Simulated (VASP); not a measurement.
Write the native input for VASP 6.6.1 that does the following.

- Task: single point
- Functional: PBE
- Dispersion: D3(BJ)
- Potentials or basis: VASP PAW PBE potentials, release 64 (Si)
- Cutoff: 520 eV
- k mesh: 24 × 24 × 14
- Occupations: gaussian, width 0.15 eV
- Spin: no spin polarisation
- Dipole correction: no
- Further INCAR settings: ALGO = Normal; EDIFF = 1e-06; NBANDS = 11

The structure of Si lies in POSCAR:

```
Si
1.0
    2.6369973380      0.0000000000     -0.0659249334
   -1.3184986690      2.2837066844      0.0329624667
   -0.1127247871      0.0000000000      4.5089914857
Si
2
Direct
    0.3333333333      0.6666666667      0.2500000000
    0.6666666667      0.3333333333      0.7500000000
```

This cell differs from its parent crystal: strain -0.0500 x Voigt [0, 0, 0, 0, 1, 0].

These files were run (other wordings do the same):

INCAR

```
PREC     = Accurate       # precision mode
ENCUT    = 520            # plane-wave cutoff, eV
EDIFF    = 1E-6           # SCF threshold, eV
ISMEAR   = 0              # smearing method
SIGMA    = 0.15           # smearing width, eV
LREAL    = False          # projectors in reciprocal space
LASPH    = True           # aspherical terms in the spheres
NELM     = 60             # most SCF steps
ALGO     = Normal         # electronic algorithm
ISIF     = 2              # what is computed and relaxed
LWAVE    = False          # write WAVECAR
LCHARG   = False          # write CHGCAR
GGA      = PE             # functional
IVDW     = 12             # dispersion correction
NBANDS   = 11             # bands
```

KPOINTS

```
Automatic mesh
0
Gamma
  24 24 14
```

Potentials or basis: VASP PAW PBE potentials, release 64 (Si).

Launch:

```console
$ cat potpaw_PBE.64/Si/POTCAR > POTCAR
$ mpirun -np 1 vasp_std > vasp.out
```

Results of the run:

| Quantity | Value |
| --- | --- |
| Pressure | 0.1 GPa |
| Largest force | 0.013 eV/Å |
| Band gap on the k mesh | zero (bands 4 and 5 overlap by 13.21 eV) |
| Dispersion energy per atom | -0.458 eV |

Caveat: the cell differs from its parent crystal (strain -0.0500 x Voigt [0, 0, 0, 0, 1, 0]).

Run time: 2.4 min on 1 thread of AMD EPYC 9R45 96-Core Processor (Zen 5) (shared host), peak memory 0.53 GiB.
